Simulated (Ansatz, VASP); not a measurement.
# Two plane-wave programs on NiO2

INCAR

```
ALGO     = Normal         # electronic algorithm
EDIFF    = 1E-6           # SCF threshold, eV
ENCUT    = 700            # plane-wave cutoff, eV
GGA      = CA             # functional
GGA_COMPAT= F            
ISIF     = 2              # what is computed and relaxed
ISMEAR   = 0              # smearing method
LASPH    = T              # aspherical terms in the spheres
LCHARG   = F              # write CHGCAR
LREAL    = F              # projectors in reciprocal space
LWAVE    = F              # write WAVECAR
NBANDS   = 22             # bands
NELM     = 120            # most SCF steps
PREC     = Accurate       # precision mode
SIGMA    = 0.05           # smearing width, eV
```

File KPOINTS:

```
k-points
0
Gamma
  12 12 6
```

File POSCAR:

```
NiO2
1.0
    2.8475295614      0.0000000000      0.0000000000
   -1.4237647807      2.4660329382      0.0000000000
    0.0000000000      0.0000000000      3.9594898551
Ni O
1 2
Direct
    0.0000000000      0.0000000000      0.5000000000
    0.6666666667      0.3333333333      0.7186230907
    0.3333333333      0.6666666667      0.2813769093
```

Input for Ansatz:

```yaml
crystal:
  lattice:
    - [2.8475295614, 0.0, 0.0]
    - [-1.4237647807, 2.4660329382, 0.0]
    - [0.0, 0.0, 3.9594898551]
  atoms:
    - { symbol: Ni, position: [0.0, 0.0, 0.5] }
    - { symbol: O, position: [0.6666666667, 0.3333333333, 0.7186230907] }
    - { symbol: O, position: [0.3333333333, 0.6666666667, 0.2813769093] }
basis:
  ecutwfc: 520.0
kpoints:
  mp_grid: { grid: [12, 12, 6] }
hamiltonian:
  xc: lda
  pseudopotentials: { kind: paw }
scf:
  occupations: { method: gaussian, width: 0.05 }
output:
  forces: true
  stress: true
  eigenvalues: true
```

Alike in both runs: task single point; functional LDA; k mesh 12 × 12 × 6; occupations gaussian, width 0.05 eV; no spin polarisation.

|  | VASP | Ansatz |
| --- | --- | --- |
| version | VASP 6.6.1 | Ansatz 0.2.0 |
| potentials or method | VASP PAW LDA potentials, release 64 (Ni_sv_GW, O), cutoff 700 eV | scalar-relativistic, plane waves, PAW |
| valence electrons in the cell | 30 | 30 |

```csv
,VASP,Ansatz,Ansatz less VASP
gap on the k mesh at the Fermi level (eV),0.52,0.54,+0.016
least direct gap on the mesh (eV),0.94,0.95,+0.010
pressure (GPa),-5.2,-6.1,-0.92
"traceless stress, the component that is largest in VASP (GPa)",8.49,9.45,+0.962
rms of the force components (eV/Å),0.157,0.116,-0.0416
```

LDA's correlation is that of Perdew and Zunger in VASP and of Perdew and Wang (1992) in Ansatz. Atom by atom the forces differ by 0.042 eV/Å (rms over components).
